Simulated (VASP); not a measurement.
# In (Fd-3m) in VASP: further runs

Runs on In. Level: PBEsol. Tasks: single point, relaxation of cell and atoms.

Everything below comes from runs of VASP 6.6.1. Logs are shortened: lines on timing, memory, paths and dates and some standing lists are left out, and cuts for length are marked.

## Step 1: The cell of the first run

It takes space group Fd-3m (No. 227, cubic). Conventional cell: a = 6.813 Å, b = 6.813 Å, c = 6.813 Å, α = 90.00°, β = 90.00°, γ = 90.00°. In (site symmetry -43m) has 4 In at 2.95 Å within 3.9 Å.

This isn't the form of In at room conditions, which is tetragonal.

## Step 2: Single point, PBEsol (39.53 Å³/atom)

Input file INCAR:

```
SYSTEM = In
PREC = Accurate
ENCUT = 520
EDIFF = 1E-6
ISMEAR = -1
SIGMA = 0.1
LREAL = .FALSE.
LASPH = .TRUE.
NELM = 60
ALGO = Normal
ISIF = 2
LWAVE = .FALSE.
LCHARG = .FALSE.
GGA = PS
NBANDS = 20
```

Input file KPOINTS:

```
regular mesh
0
G
  9 9 9
  0 0 0
```

Input file POSCAR:

```
In
1.0
    0.0000000000      3.4064779035      3.4064779035
    3.4064779035      0.0000000000      3.4064779035
    3.4064779035      3.4064779035      0.0000000000
In
2
Direct
    0.1250000000      0.1250000000      0.1250000000
    0.8750000000      0.8750000000      0.8750000000
```

Potentials or basis: VASP PAW PBE potentials, release 64 (In_d).

Command:

```
$ cat potpaw_PBE.64/In_d/POTCAR > POTCAR
$ mpirun -np 1 vasp_std > vasp.out
```

OUTCAR:

```text
SYSTEM = In
   PREC = Accurate
   ENCUT = 520
   EDIFF = 1E-6
   ISMEAR = -1
   LREAL = .FALSE.
   LASPH = .TRUE.
   NELM = 60
   ISIF = 2
   GGA = PS

 ion  position               nearest neighbor table
   1  0.125  0.125  0.125-   2 2.95   2 2.95   2 2.95   2 2.95
   2  0.875  0.875  0.875-   1 2.95   1 2.95   1 2.95   1 2.95

  LATTYP: Found a face centered cubic cell.
 ALAT       =     6.8129558070

  Lattice vectors:

 A1 = (   0.0000000000,   3.4064779035,   3.4064779035)
 A2 = (   3.4064779035,   0.0000000000,   3.4064779035)
 A3 = (   3.4064779035,   3.4064779035,   0.0000000000)

Analysis of symmetry for initial positions (statically):
=====================================================================
 Subroutine PRICEL returns:
 Original cell was already a primitive cell.

 Routine SETGRP: Setting up the symmetry group for a
 face centered cubic supercell.

 Subroutine GETGRP returns: Found 48 space group operations
 (whereof 12 operations were pure point group operations)
 out of a pool of 48 trial point group operations.

The static configuration has the point symmetry D_3d.
 The point group associated with its full space group is O_h .

Analysis of symmetry for dynamics (positions and initial velocities):
=====================================================================
 Subroutine PRICEL returns:
 Original cell was already a primitive cell.

 Routine SETGRP: Setting up the symmetry group for a
 face centered cubic supercell.

 Subroutine GETGRP returns: Found 48 space group operations
 (whereof 12 operations were pure point group operations)
 out of a pool of 48 trial point group operations.

The dynamic configuration has the point symmetry D_3d.
 The point group associated with its full space group is O_h .

 Subroutine INISYM returns: Found 48 space group operations
 (whereof 12 operations are pure point group operations),
 and found     1 'primitive' translations

----------------------------------------------------------------------------------------

                                     Primitive cell

  volume of cell :      79.0582

  direct lattice vectors                    reciprocal lattice vectors
     0.000000000  3.406477903  3.406477903    -0.146779170  0.146779170  0.146779170
     3.406477903  0.000000000  3.406477903     0.146779170 -0.146779170  0.146779170
     3.406477903  3.406477903  0.000000000     0.146779170  0.146779170 -0.146779170

  length of vectors
     4.817487251  4.817487251  4.817487251     0.254228980  0.254228980  0.254228980

  position of ions in fractional coordinates (direct lattice)
     0.125000000  0.125000000  0.125000000
     0.875000000  0.875000000  0.875000000

  ion indices of the primitive-cell ions
   primitive index   ion index
                 1           1
                 2           2

----------------------------------------------------------------------------------------

 KPOINTS: regular mesh

Automatic generation of k-mesh.
 Grid dimensions read from file:
 generate k-points for:    9    9    9

 Generating k-lattice:

  Cartesian coordinates                     Fractional coordinates (reciprocal lattice)
    -0.016308797  0.016308797  0.016308797     0.111111111  0.000000000  0.000000000
     0.016308797 -0.016308797  0.016308797     0.000000000  0.111111111  0.000000000
     0.016308797  0.016308797 -0.016308797     0.000000000  0.000000000  0.111111111

  Length of vectors
     0.028247664  0.028247664  0.028247664

  Shift w.r.t. Gamma in fractional coordinates (k-lattice)
     0.000000000  0.000000000  0.000000000

 Subroutine IBZKPT returns following result:
 ===========================================

 Found     35 irreducible k-points:

 Following reciprocal coordinates:
            Coordinates               Weight
  0.000000  0.000000  0.000000      1.000000
  0.111111  0.000000  0.000000      8.000000
  0.222222  0.000000  0.000000      8.000000
  0.333333  0.000000  0.000000      8.000000
  0.444444  0.000000  0.000000      8.000000
  0.111111  0.111111  0.000000      6.000000
[... 16 lines left out ...]
 -0.333333  0.333333  0.000000     12.000000
  0.444444  0.444444  0.000000      6.000000
 [... further k-points ...]
   k-points           NKPTS =     35   k-points in BZ     NKDIM =     35   number of bands    NBANDS=     20
   number of dos      NEDOS =    301   number of ions     NIONS =      2
   total plane-waves  NPLWV =  46656
   dimension x,y,z NGX =    36 NGY =   36 NGZ =   36
   dimension x,y,z NGXF=    72 NGYF=   72 NGZF=   72
   ions per type =               2
   NGX,Y,Z   is equivalent  to a cutoff of  12.42, 12.42, 12.42 a.u.
   NGXF,Y,Z  is equivalent  to a cutoff of  24.85, 24.85, 24.85 a.u.
 SYSTEM =  In
   PREC   = accura    normal or accurate (medium, high low for compatibility)
   ISTART =      0    job   : 0-new  1-cont  2-samecut
   ICHARG =      2    charge: 1-file 2-atom 10-const
   ISPIN  =      1    spin polarized calculation?
   LNONCOLLINEAR =      F non collinear calculations
   LSORBIT =      F    spin-orbit coupling
   LASPH  =      T    aspherical Exc in radial PAW
   ENCUT  =  520.0 eV  38.22 Ry    6.18 a.u.   8.96  8.96  8.96*2*pi/ulx,y,z
   NELM   =     60;   NELMIN=  2; NELMDL= -5     # of ELM steps
   EDIFF  = 0.1E-05   stopping-criterion for ELM
   LREAL  =      F    real-space projection
   EDIFFG = 0.1E-04   stopping-criterion for IOM
   NSW    =      0    number of steps for IOM
   IBRION =     -1    ionic relax: 0-MD 1-quasi-New 2-CG
   NFREE  =      0    steps in history (QN), initial steepest desc. (CG)
   ISIF   =      2    stress and relaxation
   ISYM   =      2    0-nonsym 1-usesym 2-fastsym
   POTIM  = 0.5000    time-step for ionic-motion
   TEBEG  =    0.0;   TEEND  =   0.0 temperature during run
   PSTRESS=    0.0 pullay stress
   NELECT =      26.0000    total number of electrons
   NUPDOWN=      -1.0000    fix difference up-down
   EMIN   =  10.00;   EMAX   =-10.00  energy-range for DOS
   EFERMI =   0.00;   METHOD = LEGACY
   ISMEAR =    -1;   SIGMA  =   0.10  broadening in eV -4-tet -1-fermi 0-gaus
   EFERMI_NEDOS =   21; number of points for ismear=-14 and -15
   IALGO  =     38    algorithm
   IMIX   =      4    mixing-type and parameters
     AMIX     =   0.40;   BMIX     =  1.00
     AMIX_MAG =   1.60;   BMIX_MAG =  1.00
  volume/ion in A,a.u.               =      39.53       266.76
  Fermi-wavevector in a.u.,A,eV,Ry     =   1.130014  2.135416 17.373700  1.276931
  Thomas-Fermi vector in A             =   2.266709
   LORBIT       =      0    0 simple, 1 ext, 2 COOP (PROOUT), +10 PAW based schemes
   GGA     = PS    functional components
   LHFCALC =     F    Hartree Fock is set to
   AEXX    =    0.0000 exact exchange contribution
   IVDW    =     0    specifies the selected vdW correction
   LEPSILON=     F    determine dielectric tensor
   LRPA    =     F    only Hartree local field effects (RPA)
 non-spin polarized calculation
  energy-cutoff  :      520.00
  volume of cell :       79.06
 maximum number of plane-waves:      2159
   NGX = 17   NGY = 17   NGZ = 17

 number of electron      25.9999981 magnetization

 Free energy of the ion-electron system (eV)
  ---------------------------------------------------
  ext. energy  EPLUGINS =         0.00000000
  ---------------------------------------------------
  free energy    TOTEN  =        -5.12743979 eV

  energy without entropy =       -5.06658172  energy(sigma->0) =       -5.09701075

 E-fermi :   3.1955     XC(G=0):  -8.3105

 val. band max:        3.1889789601   @ k =   0.3333   0.3333   0.0000
 cond. band min:       3.2044167621   @ k =  -0.3333   0.1111   0.0000
 fundamental gap:      0.0154378020
 Fermi energy:         3.1954515234

 k-point     1 :       0.0000    0.0000    0.0000
  band No.  band energies     occupation
      1     -11.3160      2.00000
      2     -11.3160      2.00000
      3     -11.3160      2.00000
      4     -11.2572      2.00000
      5     -11.2572      2.00000
      6     -10.9014      2.00000
[... 12 lines left out ...]
     19       8.9098      0.00000
     20      12.0621      0.00000

 k-point     2 :       0.1111    0.0000    0.0000
  band No.  band energies     occupation
      1     -11.3275      2.00000
      2     -11.3275      2.00000
      3     -11.3131      2.00000
      4     -11.2410      2.00000
      5     -11.2410      2.00000
      6     -10.9158      2.00000
[... 12 lines left out ...]
     19       9.6042      0.00000
     20      11.2576      0.00000

 k-point     3 :       0.2222    0.0000    0.0000
  band No.  band energies     occupation
      1     -11.3433      2.00000
      2     -11.3433      2.00000
      3     -11.3058      2.00000
      4     -11.2144      2.00000
      5     -11.2144      2.00000
      6     -10.9360      2.00000
[... 12 lines left out ...]
     19      10.1882      0.00000
     20      10.9652      0.00000

 k-point     4 :       0.3333    0.0000    0.0000
  band No.  band energies     occupation
      1     -11.3523      2.00000
      2     -11.3523      2.00000
      3     -11.2973      2.00000
      4     -11.1956      2.00000
      5     -11.1956      2.00000
      6     -10.9484      2.00000
[... 12 lines left out ...]
     19      10.2952      0.00000
     20      11.4837      0.00000

 k-point     5 :       0.4444    0.0000    0.0000
  band No.  band energies     occupation
      1     -11.3554      2.00000
      2     -11.3554      2.00000
      3     -11.2916      2.00000
      4     -11.1880      2.00000
      5     -11.1880      2.00000
      6     -10.9521      2.00000
[... 12 lines left out ...]
     19      11.9049      0.00000
     20      12.5280      0.00000

 k-point     6 :       0.1111    0.1111    0.0000
  band No.  band energies     occupation
      1     -11.3287      2.00000
      2     -11.3233      2.00000
      3     -11.3233      2.00000
      4     -11.2451      2.00000
      5     -11.2239      2.00000
      6     -10.9501      2.00000
[... 12 lines left out ...]
     19       9.7665      0.00000
     20      10.3719      0.00000

 k-point     7 :       0.2222    0.1111    0.0000
  band No.  band energies     occupation
      1     -11.3471      2.00000
      2     -11.3352      2.00000
      3     -11.3149      2.00000
      4     -11.2247      2.00000
      5     -11.1941      2.00000
      6     -10.9820      2.00000
[... 12 lines left out ...]
     19      10.1236      0.00000
     20      10.7802      0.00000
[... 277 lines left out ...]
 k-point    20 :       0.3333    0.3333    0.0000
  band No.  band energies     occupation
      1     -11.3584      2.00000
      2     -11.3584      2.00000
      3     -11.3137      2.00000
      4     -11.1575      2.00000
      5     -11.1180      2.00000
      6     -11.0814      2.00000
[... 12 lines left out ...]
     19      11.1708      0.00000
     20      13.2388      0.00000

 k-point    21 :       0.4444    0.3333    0.0000
  band No.  band energies     occupation
      1     -11.3769      2.00000
      2     -11.3654      2.00000
      3     -11.2792      2.00000
      4     -11.1479      2.00000
      5     -11.1273      2.00000
      6     -11.0514      2.00000
[... 12 lines left out ...]
     19      12.8684      0.00000
     20      13.3994      0.00000

 k-point    22 :      -0.4444    0.3333    0.0000
  band No.  band energies     occupation
      1     -11.3961      2.00000
      2     -11.3710      2.00000
      3     -11.2416      2.00000
      4     -11.1379      2.00000
      5     -11.0994      2.00000
      6     -11.0564      2.00000
[... 12 lines left out ...]
     19      11.8236      0.00000
     20      12.6641      0.00000

 k-point    23 :      -0.3333    0.3333    0.0000
  band No.  band energies     occupation
      1     -11.4016      2.00000
      2     -11.3736      2.00000
      3     -11.2313      2.00000
      4     -11.1090      2.00000
      5     -11.0951      2.00000
      6     -11.0796      2.00000
[... 12 lines left out ...]
     19      10.3421      0.00000
     20      11.5096      0.00000

 k-point    24 :       0.4444    0.4444    0.0000
  band No.  band energies     occupation
      1     -11.3691      2.00000
      2     -11.3691      2.00000
      3     -11.2686      2.00000
      4     -11.2009      2.00000
      5     -11.0932      2.00000
      6     -11.0256      2.00000
[... 12 lines left out ...]
     19      12.7192      0.00000
     20      13.9023      0.00000

 [... further k-points ...]

------------------------ aborting loop because EDIFF is reached ----------------------------------------

  FORCE on cell =-STRESS in cart. coord.  units (eV):
  Direction    XX          YY          ZZ          XY          YZ          ZX
  --------------------------------------------------------------------------------------
  -------------------------------------------------------------------------------------
  Total       -1.1707890     -1.1707890     -1.1707890      0.0000000      0.0000000      0.0000000
  in kB      -23.7269823    -23.7269823    -23.7269823      0.0000000      0.0000000      0.0000000
  external PRESSURE =     -23.7269823 kB  Pullay stress =       0.0000000 kB

 VOLUME and BASIS-vectors are now :
 -----------------------------------------------------------------------------
  energy-cutoff  :      520.00
  volume of cell :       79.06
      direct lattice vectors                 reciprocal lattice vectors
     0.000000000  3.406477903  3.406477903    -0.146779170  0.146779170  0.146779170
     3.406477903  0.000000000  3.406477903     0.146779170 -0.146779170  0.146779170
     3.406477903  3.406477903  0.000000000     0.146779170  0.146779170 -0.146779170

 POSITION                                       TOTAL-FORCE (eV/Angst)
 -----------------------------------------------------------------------------------
      0.85162      0.85162      0.85162        -0.000000      0.000000     -0.000000
      5.96134      5.96134      5.96134         0.000000     -0.000000      0.000000
 -----------------------------------------------------------------------------------
    total drift:                                0.000000      0.000000      0.000000

  FREE ENERGIE OF THE ION-ELECTRON SYSTEM (eV)
  ---------------------------------------------------
  free  energy   TOTEN  =        -5.1274397901 eV

  energy  without entropy=       -5.0665817171  energy(sigma->0) =       -5.09701075
```

Wall time 69 s (1 thread of Intel Xeon 8259CL, shared host); peak memory 0.22 GiB.

Results:

- Free energy: -5.1274 eV
- Pressure: -2.4 GPa
- Band gap on the k mesh: zero (bands 13 and 14 overlap by 2.85 eV)

Caveat: the PAW data sets were made with another functional, which shifts forces and pressure a little; spin-orbit coupling is left out, which moves the levels of the heavy elements.

[end of part 1 of 2]
